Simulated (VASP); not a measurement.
Crystal: CsI.

```
Cs I
1.0
     4.66550    0.00000    0.00000
     0.00000    4.66550    0.00000
     0.00000    0.00000    4.66550
Cs I
1 1
Direct
  0.00000 0.00000 0.00000
  0.50000 0.50000 0.50000
```

| Property | Result |
| --- | --- |
| Program | VASP 6.6.1 |
| Task | relaxation of cell and atoms |
| Functional | PBEsol |
| Potentials or basis | VASP PAW PBE potentials, release 64 (Cs_sv, I) |
| Cutoff | 500 eV |
| k mesh | 6 × 6 × 6 |
| Occupations | fermi-dirac, width 0.02 eV |
| Spin | no spin polarisation |

At the start: pressure -1.0 GPa; volume 50.78 Å³/atom.

Task: Where does the relaxation end?

Result: Over 4 steps the energy falls by 16.4 meV/atom and the volume is 45.92 Å³/atom (-9.6 %); space group Pm-3m (No. 221, to 0.1 Å) before and after.

The path:
```
step  energy change (eV)  largest force (eV/Å)  pressure (GPa)  volume (Å³)
   1              0.0000                0.0000           -0.98       101.55
   2             -0.0226                0.0000           -0.60        97.05
   3             -0.0328                0.0000           -0.07        92.44
   4             -0.0329                0.0000            0.01        91.84
```

Final structure:
```yaml
crystal:
  lattice:
    - [4.51176, 0.00000, 0.00000]
    - [0.00000, 4.51176, 0.00000]
    - [0.00000, 0.00000, 4.51176]
  atoms:
    - { symbol: Cs, position: [0.00000, 0.00000, 0.00000] }
    - { symbol: I, position: [0.50000, 0.50000, 0.50000] }
```

Caveat: the PAW data sets were made with another functional, which shifts forces and pressure a little.
